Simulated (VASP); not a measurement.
# Hg: single point with PBEsol+D3(BJ)

The system is Hg.

```
Hg
1.0
     3.17427    0.00000    0.00000
    -1.58714    2.74900    0.00000
     0.00000    0.00000    5.19088
Hg
2
Direct
  0.66667 0.33333 0.75000
  0.33333 0.66667 0.25000
```

- Program: VASP 6.6.1
- Task: single point
- Functional: PBEsol
- Dispersion: D3(BJ)
- Potentials or basis: VASP PAW PBE potentials, release 64 (Hg)
- Cutoff: 520 eV
- k mesh: 18 × 18 × 10
- Occupations: gaussian, width 0.15 eV
- Spin: no spin polarisation

- Pressure: -1.2 GPa
- Band gap on the k mesh: zero (bands 12 and 13 overlap by 1.67 eV)
- Dispersion energy per atom: -0.441 eV

Stress tensor (GPa, compression positive):
```
-1.08  0.00  0.00
 0.00 -1.08  0.00
 0.00  0.00 -1.48
```

Levels at points of the mesh, in eV from the Fermi level:
| k point | band 8 | band 9 | band 10 | band 11 | band 12 | band 13 | band 14 | band 15 | band 16 | band 17 |
| --- | --- | --- | --- | --- | --- | --- | --- | --- | --- | --- |
| (0.00, 0.00, 0.00) | -6.51 | -6.51 | -5.78 | -5.78 | -1.72 | -1.40 | 13.07 | 13.07 | 13.24 | 14.57 |
| (0.50, 0.00, 0.00) | -5.69 | -5.66 | -5.59 | -2.26 | -2.26 | 2.95 | 3.05 | 4.16 | 7.19 | 7.40 |
| (0.00, 0.00, 0.50) | -6.63 | -6.02 | -6.02 | -6.02 | -6.02 | 6.86 | 6.86 | 13.50 | 13.50 | 14.11 |
| (0.50, 0.00, 0.50) | -5.77 | -5.63 | -5.63 | -1.27 | -1.27 | -0.23 | -0.23 | 9.51 | 9.51 | 10.10 |

Wall time 2.2 min on 1 thread of Intel Xeon 8259CL, with other jobs on the host, peak memory 0.29 GiB.

Caveat: the PAW data sets were made with another functional, which shifts forces and pressure a little; spin-orbit coupling is left out, which moves the levels of the heavy elements.
